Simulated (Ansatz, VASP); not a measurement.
Ta: VASP beside Ansatz

The input INCAR:

```
SYSTEM = Ta
PREC = Accurate
ENCUT = 520
EDIFF = 1E-6
ISMEAR = -1
SIGMA = 0.05
LREAL = .FALSE.
LASPH = .TRUE.
NELM = 100
ALGO = Normal
ISIF = 2
LWAVE = .FALSE.
LCHARG = .TRUE.
GGA = PE
LELF = .TRUE.
LVHAR = .TRUE.
NBANDS = 18
```

Contents of KPOINTS:

```
regular mesh
0
G
  9 9 9
  0 0 0
```

The input POSCAR:

```
Ta
1.0
    0.0000000000      2.8397911140      2.8397911140
    2.8397911140      0.0000000000      2.8397911140
    2.8397911140      2.8397911140      0.0000000000
Ta
2
Direct
   -0.1925000000     -0.1025000000     -0.1025000000
    0.1925000000      0.1025000000      0.1025000000
```

Input for Ansatz:

```yaml
crystal:
  lattice:
    - [0.0, 2.839791114, 2.839791114]
    - [2.839791114, 0.0, 2.839791114]
    - [2.839791114, 2.839791114, 0.0]
  atoms:
    - { symbol: Ta, position: [-0.1925, -0.1025, -0.1025] }
    - { symbol: Ta, position: [0.1925, 0.1025, 0.1025] }
kpoints:
  mp_grid: { grid: [9, 9, 9] }
scf:
  occupations: { method: fermi_dirac, width: 0.05 }
hamiltonian:
  xc: pbe
  pseudopotentials: { kind: paw }
output:
  forces: true
  stress: true
  eigenvalues: true
  populations: true
  write_density: true
  write_potential: true
  elf: true
  volumetric_format: npy
```

Change from the starting cell: shortest bond scaled by 0.82, PAW files.

Alike in both runs: task single point; functional PBE; k mesh 9 × 9 × 9; occupations fermi-dirac, width 0.05 eV; no spin polarisation.

```csv
,VASP,Ansatz
version,VASP 6.6.1,Ansatz 0.2.0
potentials or method,"VASP PAW PBE potentials, release 64 (Ta_pv)","PAW with Ansatz's default frozen-core files, scalar-relativistic"
plane-wave cutoff (eV),520,420
valence electrons in the cell,22,26
```

|  | VASP | Ansatz | Ansatz less VASP |
| --- | --- | --- | --- |
| pressure (GPa) | 32.2 | 31.9 | -0.25 |
| traceless stress, the component that is largest in VASP (GPa) | -31.92 | -31.67 | +0.253 |
| rms of the force components (eV/Å) | 5.189 | 5.128 | -0.0604 |

Atom by atom the forces differ by 0.060 eV/Å (rms over components). Both programs put the cell under a high pressure, so it lies far from rest at this level. VASP's potentials hold 22 valence electrons a cell and Ansatz's 26, so a difference there can come from the potentials and not from the codes.

Spin-orbit coupling is off throughout.
